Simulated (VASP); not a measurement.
## Cu: single point with r2SCAN+D4

Cu:

```
Cu
1.0
    -1.44279    1.44279    1.37608
     1.44279   -1.44279    1.37608
     1.44279    1.44279   -1.37608
Cu
1
Direct
  0.00000 0.00000 0.00000
```

```yaml
Program: VASP 6.6.1
Task: single point
Functional: r2SCAN
Dispersion: D4
Potentials_or_basis: VASP PAW PBE potentials, release 64 (Cu)
Cutoff: 520 eV
k_mesh: 13 × 13 × 13
Occupations: tetrahedron
Spin: no spin polarisation
```

```json
{
 "Pressure": "-1.4 GPa",
 "Dispersion energy per atom": "-0.198 eV"
}
```

Levels at points of the mesh, in eV from the Fermi level:
```csv
k point,band 3,band 4,band 5,band 6,band 7,band 8,band 9,band 10
"(0.00, 0.00, 0.00)",-3.30,-3.30,-2.43,-2.23,25.79,25.79,27.10,30.08
```

It took 41 s on 1 thread of Intel(R) Xeon(R) 6975P-C (Granite Rapids), with other jobs on the host, peak memory 0.15 GiB.

Caveat: the PAW data sets were made with another functional, which shifts forces and pressure a little; pairwise dispersion overbinds metals, which lowers pressure and volume; tetrahedron occupations give inexact forces and stress in metals.
